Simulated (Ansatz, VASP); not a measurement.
**HPt6: VASP beside Ansatz**

```
Pt H
1.0
     5.61433    0.00000    0.00000
    -2.80716    4.86215    0.00000
     0.00000    0.00000   22.61927
Pt H
12 2
Direct
  0.33333 0.16667 0.17684
  0.33333 0.66667 0.17684
  0.83333 0.16667 0.17684
  0.83333 0.66667 0.17684
  0.16667 0.33333 0.27895
  0.16667 0.83333 0.27895
  0.66667 0.33333 0.27895
  0.66667 0.83333 0.27895
  0.00000 0.00000 0.38106
  0.00000 0.50000 0.38106
  0.50000 0.00000 0.38106
  0.50000 0.50000 0.38106
  0.11374 0.22749 0.44339
  0.38626 0.77251 0.44339
```

Alike in both runs: task single point; functional PBE; k mesh 6 × 6 × 1; occupations gaussian, width 0.1 eV; no spin polarisation.

|  | VASP | Ansatz |
| --- | --- | --- |
| version | VASP 6.6.1 | Ansatz 0.2.0 |
| potentials or method | VASP PAW PBE potentials, release 64 (Pt, H), cutoff 520 eV | scalar-relativistic, plane waves, PAW |
| valence electrons in the cell | 122 | 218 |

VASP gave:

| Item | Value |
| --- | --- |
| gap on the k mesh at the Fermi level (eV) | none |
| rms of the force components (eV/Å) | 0.500 |
| work function, face that differs most (eV) | 5.52 |

Question: Estimate Ansatz's values.

Answer: gap on the k mesh at the Fermi level (eV): none; rms of the force components (eV/Å): 0.506; work function, face that differs most (eV): 5.52.

Atom by atom the forces differ by 0.009 eV/Å (rms over components). A gap of «none» marks a metal or a gap that the smearing closes. VASP's potentials hold 122 valence electrons a cell and Ansatz's 218, so a difference there can come from the potentials and not from the codes. Ansatz's warnings: xc potential rough in thin density.

Spin-orbit coupling is off throughout.
